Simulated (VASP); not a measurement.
# GePt (Pnma) in VASP: single point with PBE+D3(BJ)

Aim: the single point of GePt with PBE+D3(BJ).

Program: VASP 6.6.1. These are calculated values, not measurements. Logs are shortened: lines on timing, memory, paths and dates and some standing lists are left out, and cuts for length are marked.

## Step 1: The cell of the first run

Symmetry: Pnma, No. 62, orthorhombic system. The conventional cell has a = 5.765 Å, b = 3.699 Å, c = 6.110 Å, α = 90.00°, β = 90.00°, γ = 90.00°. Within 3.3 Å of Ge (site symmetry m) lie 6 Pt at 2.50 to 2.67 Å and 2 Ge at 3.01 Å. Pt (site symmetry m) has 6 Ge at 2.50 to 2.67 Å and 4 Pt at 2.97 to 2.98 Å within 3.3 Å.

## Step 2: Single point, PBE+D3(BJ)

Contents of INCAR:

```
PREC = Accurate
ENCUT = 520
EDIFF = 1E-7
ISMEAR = 0
SIGMA = 0.1
LREAL = F
LASPH = T
NELM = 100
ALGO = Normal
ISIF = 2
LWAVE = F
LCHARG = T
GGA = PE
IVDW = 12
LELF = T
LVHAR = T
NBANDS = 58
```

Contents of KPOINTS:

```
regular mesh
0
Gamma
  6 10 6
```

Contents of POSCAR:

```
GePt
1.0
    5.7651514128      0.0000000000      0.0000000000
    0.0000000000      3.6992054957      0.0000000000
    0.0000000000      0.0000000000      6.1102520589
Ge Pt
4 4
Direct
    0.8158414935      0.7500000000      0.5872050156
    0.1841585065      0.2500000000      0.4127949844
    0.3158414935      0.7500000000      0.9127949844
    0.6841585065      0.2500000000      0.0872050156
   -0.0014413362      0.7500000000      0.1913125485
    1.0014413362      0.2500000000      0.8086874515
    0.4985586638      0.7500000000      0.3086874515
    0.5014413362      0.2500000000      0.6913125485
```

Potentials or basis: VASP PAW PBE potentials, release 64 (Ge_d, Pt).

Command:

```console
$ cat potpaw_PBE.64/Ge_d/POTCAR potpaw_PBE.64/Pt/POTCAR > POTCAR
$ mpirun -np 1 vasp_std > vasp.out
```

OUTCAR:

```text
PREC = Accurate
   ENCUT = 520
   EDIFF = 1E-7
   ISMEAR = 0
   LREAL = F
   LASPH = T
   NELM = 100
   ISIF = 2
   GGA = PE
   IVDW = 12
 IVDW          = 12

 ion  position               nearest neighbor table
   1  0.816  0.750  0.587-   7 2.50   6 2.53   6 2.53   5 2.64   8 2.67   8 2.67
   2  0.184  0.250  0.413-   8 2.50   5 2.53   5 2.53   6 2.64   7 2.67   7 2.67
   3  0.316  0.750  0.913-   5 2.50   8 2.53   8 2.53   7 2.64   6 2.67   6 2.67
   4  0.684  0.250  0.087-   6 2.50   7 2.53   7 2.53   8 2.64   5 2.67   5 2.67
   5  0.999  0.750  0.191-   3 2.50   2 2.53   2 2.53   1 2.64   4 2.67   4 2.67   7 2.97   7 2.97
                             6 2.98   6 2.98
   6  0.001  0.250  0.809-   4 2.50   1 2.53   1 2.53   2 2.64   3 2.67   3 2.67   8 2.97   8 2.97
                             5 2.98   5 2.98
   7  0.499  0.750  0.309-   1 2.50   4 2.53   4 2.53   3 2.64   2 2.67   2 2.67   5 2.97   5 2.97
                             8 2.98   8 2.98
   8  0.501  0.250  0.691-   2 2.50   3 2.53   3 2.53   4 2.64   1 2.67   1 2.67   6 2.97   6 2.97
                             7 2.98   7 2.98

  LATTYP: Found a simple orthorhombic cell.
 ALAT       =     3.6992054957
 B/A-ratio  =     1.5584836851
 C/A-ratio  =     1.6517741623

  Lattice vectors:

 A1 = (   0.0000000000,  -3.6992054957,   0.0000000000)
 A2 = (   5.7651514128,   0.0000000000,   0.0000000000)
 A3 = (   0.0000000000,   0.0000000000,   6.1102520589)

Analysis of symmetry for initial positions (statically):
=====================================================================
 Subroutine PRICEL returns:
 Original cell was already a primitive cell.

 Routine SETGRP: Setting up the symmetry group for a
 simple orthorhombic supercell.

 Subroutine GETGRP returns: Found  8 space group operations
 (whereof  2 operations were pure point group operations)
 out of a pool of  8 trial point group operations.

The static configuration has the point symmetry S_2 .
 The point group associated with its full space group is D_2h.

Analysis of symmetry for dynamics (positions and initial velocities):
=====================================================================
 Subroutine PRICEL returns:
 Original cell was already a primitive cell.

 Routine SETGRP: Setting up the symmetry group for a
 simple orthorhombic supercell.

 Subroutine GETGRP returns: Found  8 space group operations
 (whereof  2 operations were pure point group operations)
 out of a pool of  8 trial point group operations.

The dynamic configuration has the point symmetry S_2 .
 The point group associated with its full space group is D_2h.

 Subroutine INISYM returns: Found  8 space group operations
 (whereof  2 operations are pure point group operations),
 and found     1 'primitive' translations

----------------------------------------------------------------------------------------

                                     Primitive cell

  volume of cell :     130.3102

  direct lattice vectors                    reciprocal lattice vectors
     5.765151413  0.000000000  0.000000000     0.173455982  0.000000000  0.000000000
     0.000000000  3.699205496  0.000000000     0.000000000  0.270328318  0.000000000
     0.000000000  0.000000000  6.110252059     0.000000000  0.000000000  0.163659370

  length of vectors
     5.765151413  3.699205496  6.110252059     0.173455982  0.270328318  0.163659370

  position of ions in fractional coordinates (direct lattice)
     0.815841494  0.750000000  0.587205016
     0.184158506  0.250000000  0.412794984
     0.315841494  0.750000000  0.912794984
     0.684158506  0.250000000  0.087205016
     0.998558664  0.750000000  0.191312549
     0.001441336  0.250000000  0.808687451
     0.498558664  0.750000000  0.308687451
     0.501441336  0.250000000  0.691312549

  ion indices of the primitive-cell ions
   primitive index   ion index
                 1           1
                 2           2
                 3           3
                 4           4
                 5           5
                 6           6
                 7           7
                 8           8

----------------------------------------------------------------------------------------

 KPOINTS: regular mesh

Automatic generation of k-mesh.
 Grid dimensions read from file:
 generate k-points for:    6   10    6

 Generating k-lattice:

  Cartesian coordinates                     Fractional coordinates (reciprocal lattice)
     0.028909330  0.000000000  0.000000000     0.166666667  0.000000000  0.000000000
     0.000000000  0.027032832  0.000000000     0.000000000  0.100000000  0.000000000
     0.000000000  0.000000000  0.027276562     0.000000000  0.000000000  0.166666667

  Length of vectors
     0.028909330  0.027032832  0.027276562

  Shift w.r.t. Gamma in fractional coordinates (k-lattice)
     0.000000000  0.000000000  0.000000000

 Subroutine IBZKPT returns following result:
 ===========================================

 Found     96 irreducible k-points:

 Following reciprocal coordinates:
            Coordinates               Weight
  0.000000  0.000000  0.000000      1.000000
  0.166667  0.000000  0.000000      2.000000
  0.333333  0.000000  0.000000      2.000000
  0.500000  0.000000  0.000000      1.000000
  0.000000  0.100000  0.000000      2.000000
  0.166667  0.100000  0.000000      4.000000
[... 16 lines left out ...]
  0.333333  0.500000  0.000000      2.000000
  0.500000  0.500000  0.000000      1.000000
 [... further k-points ...]
   k-points           NKPTS =     96   k-points in BZ     NKDIM =     96   number of bands    NBANDS=     58
   number of dos      NEDOS =    301   number of ions     NIONS =      8
   total plane-waves  NPLWV =  64512
   dimension x,y,z NGX =    48 NGY =   28 NGZ =   48
   dimension x,y,z NGXF=    96 NGYF=   56 NGZF=   96
   ions per type =               4   4
   NGX,Y,Z   is equivalent  to a cutoff of  13.84, 12.58, 13.06 a.u.
   NGXF,Y,Z  is equivalent  to a cutoff of  27.68, 25.17, 26.12 a.u.
 SYSTEM =  unknown system
   PREC   = accura    normal or accurate (medium, high low for compatibility)
   ISTART =      0    job   : 0-new  1-cont  2-samecut
   ICHARG =      2    charge: 1-file 2-atom 10-const
   ISPIN  =      1    spin polarized calculation?
   LNONCOLLINEAR =      F non collinear calculations
   LSORBIT =      F    spin-orbit coupling
   LASPH  =      T    aspherical Exc in radial PAW
   ENCUT  =  520.0 eV  38.22 Ry    6.18 a.u.  10.72  6.88 11.36*2*pi/ulx,y,z
   NELM   =    100;   NELMIN=  2; NELMDL= -5     # of ELM steps
   EDIFF  = 0.1E-06   stopping-criterion for ELM
   LREAL  =      F    real-space projection
   EDIFFG = 0.1E-05   stopping-criterion for IOM
   NSW    =      0    number of steps for IOM
   IBRION =     -1    ionic relax: 0-MD 1-quasi-New 2-CG
   NFREE  =      0    steps in history (QN), initial steepest desc. (CG)
   ISIF   =      2    stress and relaxation
   ISYM   =      2    0-nonsym 1-usesym 2-fastsym
   POTIM  = 0.5000    time-step for ionic-motion
   TEBEG  =    0.0;   TEEND  =   0.0 temperature during run
   PSTRESS=    0.0 pullay stress
   NELECT =      96.0000    total number of electrons
   NUPDOWN=      -1.0000    fix difference up-down
   EMIN   =  10.00;   EMAX   =-10.00  energy-range for DOS
   EFERMI =   0.00;   METHOD = LEGACY
   ISMEAR =     0;   SIGMA  =   0.10  broadening in eV -4-tet -1-fermi 0-gaus
   EFERMI_NEDOS =   21; number of points for ismear=-14 and -15
   IALGO  =     38    algorithm
   IMIX   =      4    mixing-type and parameters
     AMIX     =   0.40;   BMIX     =  1.00
     AMIX_MAG =   1.60;   BMIX_MAG =  1.00
  volume/ion in A,a.u.               =      16.29       109.92
  Fermi-wavevector in a.u.,A,eV,Ry     =   1.478561  2.794074 29.744262  2.186142
  Thomas-Fermi vector in A             =   2.592827
   LORBIT       =      0    0 simple, 1 ext, 2 COOP (PROOUT), +10 PAW based schemes
   GGA     = PE    functional components
   LHFCALC =     F    Hartree Fock is set to
   AEXX    =    0.0000 exact exchange contribution
   IVDW    =    12    specifies the selected vdW correction
   LEPSILON=     F    determine dielectric tensor
   LRPA    =     F    only Hartree local field effects (RPA)
 non-spin polarized calculation
 Gauss-broadening in eV      SIGMA  =   0.10
  energy-cutoff  :      520.00
  volume of cell :      130.31
 maximum number of plane-waves:      3546
 NGX is ok and might be reduce to    48
   NGX = 21   NGY = 13   NGZ = 23

 number of electron      96.0000021 magnetization

 Free energy of the ion-electron system (eV)
  ---------------------------------------------------
  ext. energy  EPLUGINS =         0.00000000
  ---------------------------------------------------
  free energy    TOTEN  =       -46.10325363 eV

  energy without entropy =      -46.09217633  energy(sigma->0) =      -46.09771498

 E-fermi :   9.6722     XC(G=0): -12.4151

 val. band max:        9.6611931890   @ k =   0.5000   0.2000   0.3333
 cond. band min:       9.6910916789   @ k =   0.1667   0.5000   0.1667
 fundamental gap:      0.0298984898
 Fermi energy:         9.6721622493

 k-point     1 :       0.0000    0.0000    0.0000
  band No.  band energies     occupation
      1     -15.5414      2.00000
      2     -15.5341      2.00000
      3     -15.5311      2.00000
      4     -15.5288      2.00000
      5     -15.5153      2.00000
      6     -15.5028      2.00000
[... 50 lines left out ...]
     57      14.8283      0.00000
     58      15.3602      0.00000

 k-point     2 :       0.1667    0.0000    0.0000
  band No.  band energies     occupation
      1     -15.5408      2.00000
      2     -15.5345      2.00000
      3     -15.5305      2.00000
      4     -15.5285      2.00000
      5     -15.5149      2.00000
      6     -15.5038      2.00000
[... 50 lines left out ...]
     57      15.1102      0.00000
     58      15.3627      0.00000
[... 1279 lines left out ...]
     57      15.6863      0.00000
     58      15.6916      0.00000

 k-point    24 :       0.5000    0.5000    0.0000
  band No.  band energies     occupation
      1     -15.5267      2.00000
      2     -15.5267      2.00000
      3     -15.5267      2.00000
      4     -15.5267      2.00000
      5     -15.5070      2.00000
      6     -15.5070      2.00000
[... 50 lines left out ...]
     57      15.9762      0.00000
     58      15.9762      0.00000

 [... further k-points ...]

------------------------ aborting loop because EDIFF is reached ----------------------------------------

 Edisp (eV)   -4.44410

 E8    (eV) :    -2.0153

  FORCE on cell =-STRESS in cart. coord.  units (eV):
  Direction    XX          YY          ZZ          XY          YZ          ZX
  --------------------------------------------------------------------------------------
  -------------------------------------------------------------------------------------
  Total       0.02206     0.01529     0.02843     0.00000     0.00000     0.00000
  in kB       0.27125     0.18803     0.34958     0.00000     0.00000     0.00000
  external pressure =        0.27 kB  Pullay stress =        0.00 kB

 VOLUME and BASIS-vectors are now :
 -----------------------------------------------------------------------------
  energy-cutoff  :      520.00
  volume of cell :      130.31
      direct lattice vectors                 reciprocal lattice vectors
     5.765151413  0.000000000  0.000000000     0.173455982  0.000000000  0.000000000
     0.000000000  3.699205496  0.000000000     0.000000000  0.270328318  0.000000000
     0.000000000  0.000000000  6.110252059     0.000000000  0.000000000  0.163659370

 POSITION                                       TOTAL-FORCE (eV/Angst)
 -----------------------------------------------------------------------------------
      4.70345      2.77440      3.58797        -0.004437      0.000000     -0.000191
      1.06170      0.92480      2.52228         0.004437      0.000000      0.000191
      1.82087      2.77440      5.57741        -0.004437     -0.000000      0.000191
      3.94428      0.92480      0.53284         0.004437      0.000000     -0.000191
      5.75684      2.77440      1.16897        -0.010009      0.000000     -0.005568
      0.00831      0.92480      4.94128         0.010009      0.000000      0.005568
      2.87427      2.77440      1.88616        -0.010009      0.000000      0.005568
      2.89089      0.92480      4.22409         0.010009      0.000000     -0.005568
 -----------------------------------------------------------------------------------
    total drift:                                0.000000      0.000000      0.000000

  FREE ENERGIE OF THE ION-ELECTRON SYSTEM (eV)
  ---------------------------------------------------
  free  energy   TOTEN  =       -50.5473557997 eV

  energy  without entropy=      -50.5362785014  energy(sigma->0) =      -50.54181715
```

It took 5.8 min on 1 thread of Intel Xeon 6975P-C (Granite Rapids), shared host; peak memory 0.64 GiB.

Results:

- Free energy: -50.5474 eV
- Pressure: 0.0 GPa
- Largest force: 0.011 eV/Å
- Band gap on the k mesh: zero (bands 48 and 49 overlap by 1.37 eV)
- Dispersion energy per atom: -0.556 eV

Forces in eV/Å, atoms in the order of the input:
```
Ge  -0.004  0.000  0.000
Ge   0.004  0.000  0.000
Ge  -0.004  0.000  0.000
Ge   0.004  0.000  0.000
Pt  -0.010  0.000 -0.006
Pt   0.010  0.000  0.006
Pt  -0.010  0.000  0.006
Pt   0.010  0.000 -0.006
```

Caveat: spin-orbit coupling is left out, which moves the levels of the heavy elements.

The gap in the log of VASP goes by the Fermi energy; the results here count the filled bands.